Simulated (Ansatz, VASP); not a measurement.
# One calculation of In, two programs

The input POSCAR:

```
In
1.0
    3.2073171841      0.0000000000      0.0000000000
   -1.6036585920      2.7776181594      0.0000000000
    0.0000000000      0.0000000000      5.2212236087
In
2
Direct
    0.3333333333      0.6666666667      0.2500000000
    0.6666666667      0.3333333333      0.7500000000
```

INCAR.step1

```
SYSTEM = In
PREC = Accurate
ENCUT = 520
ISMEAR = -1
SIGMA = 0.1
LREAL = .False.
LASPH = .True.
NELM = 100
NBANDS = 20
GGA = PE
ALGO = Normal
EDIFF = 1E-4
LWAVE = .True.
LCHARG = .False.
```

INCAR.step2

```
SYSTEM = In
PREC = Accurate
ENCUT = 520
EDIFF = 1E-6
ISMEAR = -1
SIGMA = 0.1
LREAL = .False.
LASPH = .True.
NELM = 100
ALGO = Normal
ISIF = 2
LWAVE = .False.
LCHARG = .False.
METAGGA = R2SCAN
LMIXTAU = .True.
NBANDS = 20
ISTART = 1
```

File KPOINTS:

```
Automatic mesh
0
Gamma
  12 12 7
  0 0 0
```

Input for Ansatz:

```yaml
crystal:
  lattice:
    - [3.2073171841, 0.0, 0.0]
    - [-1.603658592, 2.7776181594, 0.0]
    - [0.0, 0.0, 5.2212236087]
  atoms:
    - { symbol: In, position: [0.3333333333, 0.6666666667, 0.25] }
    - { symbol: In, position: [0.6666666667, 0.3333333333, 0.75] }
hamiltonian:
  xc: r2scan
  pseudopotentials:
    kind: paw
    azcp:
      In: "pseudopotentials/In.paw.azcp"
basis:
  ecutwfc: 500
  fft_grid_basis: typed
kpoints:
  mp_grid: { grid: [12, 12, 7], shift: [0, 0, 0] }
magnetization:
  spin_polarized: false
scf:
  occupations: { method: fermi_dirac, width: 0.1 }
  lower_state_search: "off"
output:
  stress: true
```

Alike in both runs: task single point; functional r2SCAN; k mesh 12 × 12 × 7; occupations fermi-dirac, width 0.1 eV; no spin polarisation.

```csv
,VASP,Ansatz
version,VASP 6.6.1,Ansatz 0.2.0
potentials or method,"VASP PAW PBE potentials, release 64 (In_d), cutoff 520 eV","plane waves (500 eV) with PAW, scalar-relativistic"
valence electrons in the cell,26,26
```

```csv
,VASP,Ansatz,Ansatz less VASP
pressure (GPa),7.4,7.4,-0.03
"traceless stress, the component that is largest in VASP (GPa)",-0.43,-0.43,-0.002
```

VASP's potentials were made for PBE, not for r2SCAN.
